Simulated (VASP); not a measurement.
The system is CdS (Greenockite).

```
Cd S
1.0
     4.17748    0.00000    0.00000
    -2.08874    3.61781    0.00000
     0.00000    0.00000    6.78162
Cd S
2 2
Direct
  0.66667 0.33333 0.50000
  0.33333 0.66667 0.00000
  0.66667 0.33333 0.87500
  0.33333 0.66667 0.37500
```

Base run:

```yaml
Program: VASP 6.6.1
Functional: PBE
Potentials_or_basis: VASP PAW PBE potentials, release 64 (Cd, S)
Cutoff: 520 eV
k_mesh: 7 × 7 × 4
Occupations: fermi-dirac, width 0.05 eV
Spin: no spin polarisation
```

Its results: band gap on the k mesh 1.15 eV, direct; pressure 1.2 GPa; largest force 0.065 eV/Å.

After a change of settings the same cell gave: band gap on the k mesh 1.01 eV, direct; pressure -1.7 GPa; largest force 0.063 eV/Å. Which change was it?
A. functional from PBE to LDA; potentials or basis from VASP PAW PBE potentials, release 64 (Cd, S) to VASP PAW LDA potentials, release 64 (Cd, S)
B. functional from PBE to PBEsol
C. functional from PBE to BLYP
D. further incar settings from ALGO = Normal; EDIFF = 1e-07; NBANDS = 26 to ALGO = Normal; EDIFF = 1e-06; NBANDS = 26

B.

PBEsol binds more tightly than PBE, so the same cell stands under less pressure.

Caveats: the PAW data sets were made with another functional, which shifts forces and pressure a little (some runs).
